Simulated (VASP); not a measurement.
A run of VASP 6.6.1:

File INCAR:

```
SYSTEM = SiC
PREC = Accurate
ENCUT = 520
EDIFF = 1E-7
ISMEAR = 0
SIGMA = 0.01
LREAL = .FALSE.
LASPH = .TRUE.
NELM = 100
ALGO = Normal
ISIF = 2
LWAVE = .FALSE.
LCHARG = .FALSE.
GGA = PS
NBANDS = 16
```

File KPOINTS:

```
Automatic mesh
0
G
  8 8 6
  0 0 0
```

File POSCAR:

```
SiC
1.0
    3.1065296763      0.0000000000      0.0000000000
   -1.5532648382      2.6903336173      0.0000000000
    0.0000000000      0.0000000000      5.0369763036
Si C
2 2
Direct
    0.3333333333      0.6666666667      0.0039286231
    0.6666666667      0.3333333333      0.5039286231
    0.3333333333      0.6666666667      0.3810713769
    0.6666666667      0.3333333333      0.8810713769
```

Potentials or basis: VASP PAW PBE potentials, release 64 (Si, C).

Launch:

```bash
$ cat potpaw_PBE.64/Si/POTCAR potpaw_PBE.64/C/POTCAR > POTCAR
$ mpirun -np 1 vasp_std > vasp.out
```

Hardware: 1 thread of Intel Xeon 8259CL (shared host).

Task: Estimate the wall time of this run.

Result: Run time: 32 s on 1 thread of Intel Xeon 8259CL (shared host), peak memory 0.16 GiB. Counts: scf iterations 13, k points 40.
